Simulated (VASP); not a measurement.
# B6As (R-3m) in VASP: further runs

B6As is run at these levels: PBEsol; tasks: single point.

Program: VASP 6.6.1. These are calculated values, not measurements. Logs are shortened: lines on timing, memory, paths and dates and some standing lists are left out, and cuts for length are marked.

## (1) The cell of the first run

It takes space group R-3m (No. 166, trigonal). The conventional cell has a = 6.123 Å, b = 6.123 Å, c = 11.844 Å, α = 90.00°, β = 90.00°, γ = 120.00°. Within 2.3 Å of B (site symmetry m) lie 6 B at 1.77 to 1.89 Å. B (site symmetry m) has 5 B at 1.73 to 1.81 Å and 1 As at 1.99 Å within 2.3 Å. As (site symmetry 3m) has 3 B at 1.99 Å and 1 As at 2.39 Å within 2.6 Å.

## (2) Single point, PBEsol

File INCAR:

```
SYSTEM = B6As
ALGO     = Normal         ! electronic algorithm
EDIFF    = 1E-6           ! SCF threshold, eV
ENCUT    = 520            ! plane-wave cutoff, eV
GGA      = PS             ! functional
ISIF     = 2              ! what is computed and relaxed
ISMEAR   = 0              ! smearing method
LASPH    = .TRUE.         ! aspherical terms in the spheres
LCHARG   = .FALSE.        ! write CHGCAR
LREAL    = .FALSE.        ! projectors in reciprocal space
LWAVE    = .FALSE.        ! write WAVECAR
NBANDS   = 36             ! bands
NELM     = 100            ! most SCF steps
PREC     = Accurate       ! precision mode
SIGMA    = 0.02           ! smearing width, eV
```

File KPOINTS:

```
k-points
0
G
  6 6 6
  0 0 0
```

File POSCAR:

```
B6As
1.0
    3.0614183662      1.7675107178      3.9479069099
   -3.0614183662      1.7675107178      3.9479069099
    0.0000000000     -3.5350214356      3.9479069100
B As
12 2
Direct
    0.0156621737      0.0156621737      0.3246875852
    0.0156621737      0.3246875852      0.0156621737
    0.8217888283      0.2725960801      0.8217888283
    0.8217888283      0.8217888283      0.2725960801
    0.2725960801      0.8217888283      0.8217888283
    0.7274039199      0.1782111717      0.1782111717
    0.1782111717      0.7274039199      0.1782111717
    0.1782111717      0.1782111717      0.7274039199
    0.9843378263      0.6753124148      0.9843378263
    0.9843378263      0.9843378263      0.6753124148
    0.6753124148      0.9843378263      0.9843378263
    0.3246875852      0.0156621737      0.0156621737
    0.6008011059      0.6008011059      0.6008011059
    0.3991988941      0.3991988941      0.3991988941
```

Potentials or basis: VASP PAW PBE potentials, release 64 (B, As).

The run is started by

```bash
> cat potpaw_PBE.64/B/POTCAR potpaw_PBE.64/As/POTCAR > POTCAR
> mpirun -np 1 vasp_std > vasp.out
```

OUTCAR:

```text
SYSTEM = B6As
   EDIFF = 1E-6
   ENCUT = 520
   GGA = PS
   ISIF = 2
   ISMEAR = 0
   LASPH = .TRUE.
   LREAL = .FALSE.
   NELM = 100
   PREC = Accurate

 ion  position               nearest neighbor table
   1  0.016  0.016  0.325-  10 1.77   7 1.77   6 1.77   4 1.81   2 1.89  12 1.89
   2  0.016  0.325  0.016-   9 1.77   6 1.77   8 1.77   3 1.81   1 1.89  12 1.89
   3  0.822  0.273  0.822-   8 1.73   6 1.73  11 1.77  10 1.77   2 1.81  13 1.99
   4  0.822  0.822  0.273-   6 1.73   7 1.73   9 1.77  11 1.77   1 1.81  13 1.99
   5  0.273  0.822  0.822-   8 1.73   7 1.73   9 1.77  10 1.77  12 1.81  13 1.99
   6  0.727  0.178  0.178-   4 1.73   3 1.73   2 1.77   1 1.77  11 1.81  14 1.99
   7  0.178  0.727  0.178-   4 1.73   5 1.73  12 1.77   1 1.77   9 1.81  14 1.99
   8  0.178  0.178  0.727-   3 1.73   5 1.73   2 1.77  12 1.77  10 1.81  14 1.99
   9  0.984  0.675  0.984-   2 1.77   5 1.77   4 1.77   7 1.81  10 1.89  11 1.89
  10  0.984  0.984  0.675-   1 1.77   3 1.77   5 1.77   8 1.81   9 1.89  11 1.89
  11  0.675  0.984  0.984-  12 1.77   3 1.77   4 1.77   6 1.81  10 1.89   9 1.89
  12  0.325  0.016  0.016-  11 1.77   7 1.77   8 1.77   5 1.81   1 1.89   2 1.89
  13  0.601  0.601  0.601-   4 1.99   3 1.99   5 1.99  14 2.39
  14  0.399  0.399  0.399-   8 1.99   7 1.99   6 1.99  13 2.39

  LATTYP: Found a trigonal (rhomboedric) cell.
 ALAT       =     5.2992778300
 COS(alpha) =     0.3325142726

  Lattice vectors:

 A1 = (   3.0614183662,   1.7675107178,   3.9479069099)
 A2 = (  -3.0614183662,   1.7675107178,   3.9479069099)
 A3 = (   0.0000000000,  -3.5350214356,   3.9479069100)

Analysis of symmetry for initial positions (statically):
=====================================================================
 Subroutine PRICEL returns:
 Original cell was already a primitive cell.

 Routine SETGRP: Setting up the symmetry group for a
 trigonal (rhombohedral) supercell.

 Subroutine GETGRP returns: Found 12 space group operations
 (whereof 12 operations were pure point group operations)
 out of a pool of 12 trial point group operations.

The static configuration has the point symmetry D_3d.

Analysis of symmetry for dynamics (positions and initial velocities):
=====================================================================
 Subroutine PRICEL returns:
 Original cell was already a primitive cell.

 Routine SETGRP: Setting up the symmetry group for a
 trigonal (rhombohedral) supercell.

 Subroutine GETGRP returns: Found 12 space group operations
 (whereof 12 operations were pure point group operations)
 out of a pool of 12 trial point group operations.

The dynamic configuration has the point symmetry D_3d.

 Subroutine INISYM returns: Found 12 space group operations
 (whereof 12 operations are pure point group operations),
 and found     1 'primitive' translations

----------------------------------------------------------------------------------------

                                     Primitive cell

  volume of cell :     128.1749

  direct lattice vectors                    reciprocal lattice vectors
     3.061418366  1.767510718  3.947906910     0.163322990  0.094294572  0.084432926
    -3.061418366  1.767510718  3.947906910    -0.163322990  0.094294572  0.084432926
     0.000000000 -3.535021436  3.947906910     0.000000000 -0.188589144  0.084432926

  length of vectors
     5.299277830  5.299277830  5.299277830     0.206627163  0.206627163  0.206627163

  position of ions in fractional coordinates (direct lattice)
     0.015662174  0.015662174  0.324687585
     0.015662174  0.324687585  0.015662174
     0.821788828  0.272596080  0.821788828
     0.821788828  0.821788828  0.272596080
     0.272596080  0.821788828  0.821788828
     0.727403920  0.178211172  0.178211172
     0.178211172  0.727403920  0.178211172
     0.178211172  0.178211172  0.727403920
     0.984337826  0.675312415  0.984337826
     0.984337826  0.984337826  0.675312415
     0.675312415  0.984337826  0.984337826
     0.324687585  0.015662174  0.015662174
     0.600801106  0.600801106  0.600801106
     0.399198894  0.399198894  0.399198894

  ion indices of the primitive-cell ions
   primitive index   ion index
                 1           1
                 2           2
                 3           3
                 4           4
                 5           5
                 6           6
                 7           7
                 8           8
                 9           9
                10          10
                11          11
                12          12
                13          13
                14          14

----------------------------------------------------------------------------------------

 KPOINTS: k-points

Automatic generation of k-mesh.
 Grid dimensions read from file:
 generate k-points for:    6    6    6

 Generating k-lattice:

  Cartesian coordinates                     Fractional coordinates (reciprocal lattice)
     0.027220498  0.015715762  0.014072154     0.166666667  0.000000000  0.000000000
    -0.027220498  0.015715762  0.014072154     0.000000000  0.166666667  0.000000000
     0.000000000 -0.031431524  0.014072154     0.000000000  0.000000000  0.166666667

  Length of vectors
     0.034437860  0.034437860  0.034437860

  Shift w.r.t. Gamma in fractional coordinates (k-lattice)
     0.000000000  0.000000000  0.000000000

 Subroutine IBZKPT returns following result:
 ===========================================

 Found     32 irreducible k-points:

 Following reciprocal coordinates:
            Coordinates               Weight
  0.000000  0.000000  0.000000      1.000000
  0.166667  0.000000  0.000000      6.000000
  0.333333  0.000000  0.000000      6.000000
  0.500000  0.000000 -0.000000      3.000000
  0.166667  0.166667  0.000000      6.000000
  0.333333  0.166667  0.000000     12.000000
[... 16 lines left out ...]
  0.500000  0.500000  0.166667      6.000000
 -0.333333  0.500000  0.166667     12.000000
 [... further k-points ...]
   k-points           NKPTS =     32   k-points in BZ     NKDIM =     32   number of bands    NBANDS=     36
   number of dos      NEDOS =    301   number of ions     NIONS =     14
   total plane-waves  NPLWV =  64000
   dimension x,y,z NGX =    40 NGY =   40 NGZ =   40
   dimension x,y,z NGXF=    80 NGYF=   80 NGZF=   80
   ions per type =              12   2
   NGX,Y,Z   is equivalent  to a cutoff of  12.55, 12.55, 12.55 a.u.
   NGXF,Y,Z  is equivalent  to a cutoff of  25.10, 25.10, 25.10 a.u.
 SYSTEM =  B6As
   PREC   = accura    normal or accurate (medium, high low for compatibility)
   ISTART =      0    job   : 0-new  1-cont  2-samecut
   ICHARG =      2    charge: 1-file 2-atom 10-const
   ISPIN  =      1    spin polarized calculation?
   LNONCOLLINEAR =      F non collinear calculations
   LSORBIT =      F    spin-orbit coupling
   LASPH  =      T    aspherical Exc in radial PAW
   ENCUT  =  520.0 eV  38.22 Ry    6.18 a.u.   9.85  9.85  9.85*2*pi/ulx,y,z
   NELM   =    100;   NELMIN=  2; NELMDL= -5     # of ELM steps
   EDIFF  = 0.1E-05   stopping-criterion for ELM
   LREAL  =      F    real-space projection
[... 7 lines left out ...]
   TEBEG  =    0.0;   TEEND  =   0.0 temperature during run
   PSTRESS=    0.0 pullay stress
   NELECT =      46.0000    total number of electrons
   NUPDOWN=      -1.0000    fix difference up-down
   EMIN   =  10.00;   EMAX   =-10.00  energy-range for DOS
   EFERMI =   0.00;   METHOD = LEGACY
   ISMEAR =     0;   SIGMA  =   0.02  broadening in eV -4-tet -1-fermi 0-gaus
   EFERMI_NEDOS =   21; number of points for ismear=-14 and -15
   IALGO  =     38    algorithm
   IMIX   =      4    mixing-type and parameters
     AMIX     =   0.40;   BMIX     =  1.00
     AMIX_MAG =   1.60;   BMIX_MAG =  1.00
  volume/ion in A,a.u.               =       9.16        61.78
  Fermi-wavevector in a.u.,A,eV,Ry     =   1.163393  2.198494 18.415261  1.353483
  Thomas-Fermi vector in A             =   2.299943
   LORBIT       =      0    0 simple, 1 ext, 2 COOP (PROOUT), +10 PAW based schemes
   GGA     = PS    functional components
   LHFCALC =     F    Hartree Fock is set to
   AEXX    =    0.0000 exact exchange contribution
   IVDW    =     0    specifies the selected vdW correction
   LEPSILON=     F    determine dielectric tensor
   LRPA    =     F    only Hartree local field effects (RPA)
 non-spin polarized calculation
 Gauss-broadening in eV      SIGMA  =   0.02
  energy-cutoff  :      520.00
  volume of cell :      128.17
 maximum number of plane-waves:      3495
   NGX = 19   NGY = 19   NGZ = 19

 number of electron      46.0000001 magnetization

 Free energy of the ion-electron system (eV)
  ---------------------------------------------------
  ext. energy  EPLUGINS =         0.00000000
  ---------------------------------------------------
  free energy    TOTEN  =       -97.03137797 eV

  energy without entropy =      -97.03137797  energy(sigma->0) =      -97.03137797

 E-fermi :   4.6451     XC(G=0): -11.1739

 val. band max:        4.4979708278   @ k =   0.1667   0.0000   0.0000
 cond. band min:       7.1209328103   @ k =   0.5000   0.0000  -0.0000
 fundamental gap:      2.6229619825
 Fermi energy:         4.6451463389

 k-point     1 :       0.0000    0.0000    0.0000
  band No.  band energies     occupation
      1     -10.2520      2.00000
      2      -7.2802      2.00000
      3      -5.5295      2.00000
      4      -5.5295      2.00000
      5      -5.4593      2.00000
      6      -4.3662      2.00000
[... 27 lines left out ...]
     34      12.9150      0.00000
     35      12.9150      0.00000
[... 843 lines left out ...]
      5      -5.5541      2.00000
      6      -4.0588      2.00000
[... 27 lines left out ...]
     34      12.7954      0.00000
     35      13.1419      0.00000

 [... further k-points ...]

 [bands above 35 left out]

------------------------ aborting loop because EDIFF is reached ----------------------------------------

  FORCE on cell =-STRESS in cart. coord.  units (eV):
  Direction    XX          YY          ZZ          XY          YZ          ZX
  --------------------------------------------------------------------------------------
  -------------------------------------------------------------------------------------
  Total        0.5453497      0.5453497      0.4177609      0.0000000     -0.0000000      0.0000000
  in kB        6.8168346      6.8168346      5.2219837      0.0000000     -0.0000000      0.0000000
  external PRESSURE =       6.2852176 kB  Pullay stress =       0.0000000 kB

 VOLUME and BASIS-vectors are now :
 -----------------------------------------------------------------------------
  energy-cutoff  :      520.00
  volume of cell :      128.17
      direct lattice vectors                 reciprocal lattice vectors
     3.061418366  1.767510718  3.947906910     0.163322990  0.094294572  0.084432926
    -3.061418366  1.767510718  3.947906910    -0.163322990  0.094294572  0.084432926
     0.000000000 -3.535021436  3.947906910     0.000000000 -0.188589144  0.084432926

 POSITION                                       TOTAL-FORCE (eV/Angst)
 -----------------------------------------------------------------------------------
      0.00000     -1.09241      1.40550         0.000000     -0.004445      0.017886
     -0.94606      0.54621      1.40550        -0.003849      0.002222      0.017886
      1.68131     -0.97070      7.56488         0.028779     -0.016616      0.009361
      0.00000      1.94141      7.56488         0.000000      0.033232      0.009361
     -1.68131     -0.97070      7.56488        -0.028779     -0.016616      0.009361
      1.68131      0.97070      4.27885         0.028779      0.016616     -0.009361
     -1.68131      0.97070      4.27885        -0.028779      0.016616     -0.009361
      0.00000     -1.94141      4.27885         0.000000     -0.033232     -0.009361
      0.94606     -0.54621     10.43822         0.003849     -0.002222     -0.017886
      0.00000      1.09241     10.43822         0.000000      0.004445     -0.017886
     -0.94606     -0.54621     10.43822        -0.003849     -0.002222     -0.017886
      0.94606      0.54621      1.40550         0.003849      0.002222      0.017886
      0.00000      0.00000      7.11572         0.000000      0.000000      0.023744
      0.00000      0.00000      4.72800         0.000000      0.000000     -0.023744
 -----------------------------------------------------------------------------------
    total drift:                               -0.000000      0.000000      0.000000

  FREE ENERGIE OF THE ION-ELECTRON SYSTEM (eV)
  ---------------------------------------------------
  free  energy   TOTEN  =       -97.0313779655 eV

  energy  without entropy=      -97.0313779655  energy(sigma->0) =      -97.03137797
```

It used 230 s of CPU time on 1 thread of AMD EPYC 7R13 Processor (Zen 3), with other jobs on the host.

What came out:

| Quantity | Value |
| --- | --- |
| Free energy | -97.0314 eV |
| Pressure | 0.6 GPa |
| Largest force | 0.035 eV/Å |
| Band gap on the k mesh | 2.62 eV, indirect (least direct gap 2.66 eV) |

Forces on the atoms (eV/Å):
```
B    0.000 -0.004  0.018
B   -0.004  0.002  0.018
B    0.029 -0.017  0.009
B    0.000  0.033  0.009
B   -0.029 -0.017  0.009
B    0.029  0.017 -0.009
B   -0.029  0.017 -0.009
B    0.000 -0.033 -0.009
B    0.004 -0.002 -0.018
B    0.000  0.004 -0.018
B   -0.004 -0.002 -0.018
B    0.004  0.002  0.018
As   0.000  0.000  0.024
As   0.000  0.000 -0.024
```

Stress tensor (GPa, compression positive):
```
0.68 0.00 0.00
0.00 0.68 0.00
0.00 0.00 0.52
```

Caveat: the PAW data sets were made with another functional, which shifts forces and pressure a little. A k mesh can miss the band edges.

(Part 1 of 2 ends here.)
